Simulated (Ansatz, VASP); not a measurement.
LiF: VASP beside Ansatz

```
Li F
1.0
     0.00000    1.86295    2.01400
     2.01400    0.00000    2.01400
     2.01400    1.86295    0.00000
Li F
1 1
Cartesian
  0.0000 0.0000 0.0000
  2.0140 1.8630 2.0140
```

Change from the starting cell: strain -0.0750 x Voigt [0, 1, 0, 0, 0, 0], atoms carried along.

Alike in both runs: task single point; functional PBE; k mesh 10 × 10 × 10; occupations gaussian, width 0.05 eV; no spin polarisation.

|  | VASP | Ansatz |
| --- | --- | --- |
| version | VASP 6.6.1 | Ansatz 0.2.0 |
| potentials or method | VASP PAW PBE potentials, release 64 (Li_sv, F), cutoff 520 eV | scalar-relativistic, plane waves, PAW |
| valence electrons in the cell | 10 | 10 |

```tsv
	VASP	Ansatz	Ansatz less VASP
gap on the k mesh at the Fermi level (eV)	9.71	9.71	-0.001
least direct gap on the mesh (eV)	9.71	9.71	-0.001
```

The functional is the same, so the differences come from potentials, cutoffs and numerics.

Noted on VASP's run: the cutoff is short for stress, so the pressure is rough.
